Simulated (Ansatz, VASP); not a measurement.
## One calculation of Zn, two programs

Contents of POSCAR:

```
Zn
1.0
   -1.2080140629      1.5904741138      1.5904741138
    1.5904741138     -1.2080140629      1.5904741138
    1.5904741138      1.5904741138     -1.2080140629
Zn
1
Direct
    0.0000000000      0.0000000000      0.0000000000
```

File INCAR.step1:

```
PREC     = Accurate       # precision mode
ENCUT    = 520            # plane-wave cutoff, eV
ISMEAR   = 0              # smearing method
SIGMA    = 0.15           # smearing width, eV
LREAL    = F              # projectors in reciprocal space
LASPH    = T              # aspherical terms in the spheres
NELM     = 60             # most SCF steps
NBANDS   = 12             # bands
GGA      = PE             # functional
ALGO     = Normal         # electronic algorithm
EDIFF    = 1E-4           # SCF threshold, eV
LWAVE    = T              # write WAVECAR
LCHARG   = F              # write CHGCAR
```

The input INCAR.step2:

```
PREC     = Accurate       # precision mode
ENCUT    = 520            # plane-wave cutoff, eV
EDIFF    = 1E-6           # SCF threshold, eV
ISMEAR   = 0              # smearing method
SIGMA    = 0.15           # smearing width, eV
LREAL    = F              # projectors in reciprocal space
LASPH    = T              # aspherical terms in the spheres
NELM     = 60             # most SCF steps
ALGO     = Normal         # electronic algorithm
ISIF     = 2              # what is computed and relaxed
LWAVE    = F              # write WAVECAR
LCHARG   = F              # write CHGCAR
METAGGA  = R2SCAN         # meta-GGA
LMIXTAU  = T            
NBANDS   = 12             # bands
ISTART   = 1
```

The input KPOINTS:

```
regular mesh
0
Gamma
  24 24 24
```

Input for Ansatz:

```yaml
crystal:
  lattice:
    - [-1.2080140629, 1.5904741138, 1.5904741138]
    - [1.5904741138, -1.2080140629, 1.5904741138]
    - [1.5904741138, 1.5904741138, -1.2080140629]
  atoms:
    - { symbol: Zn, position: [0.0, 0.0, 0.0] }
basis:
  ecutwfc: 500
kpoints:
  mp_grid: { grid: [24, 24, 24] }
hamiltonian:
  xc: r2scan
scf:
  occupations: { method: gaussian, width: 0.15 }
output:
  forces: true
  stress: true
  eigenvalues: true
```

Alike in both runs: task single point; functional r2SCAN; k mesh 24 × 24 × 24; occupations gaussian, width 0.15 eV; no spin polarisation.

```csv
,VASP,Ansatz
version,VASP 6.6.1,Ansatz 0.2.0
potentials or method,"VASP PAW PBE potentials, release 64 (Zn), cutoff 520 eV","scalar-relativistic, plane waves, PAW"
valence electrons in the cell,12,12
```

|  | VASP | Ansatz | Ansatz less VASP |
| --- | --- | --- | --- |
| gap on the k mesh at the Fermi level (eV) | none | none | - |
| pressure (GPa) | 2.5 | 2.2 | -0.34 |
| traceless stress, the component that is largest in VASP (GPa) | -3.12 | -3.05 | +0.071 |

VASP's potentials were made for PBE, not for r2SCAN. A gap of «none» marks a metal or a gap that the smearing closes. With one functional, cell and mesh, what is left measures potentials, basis and numerics.
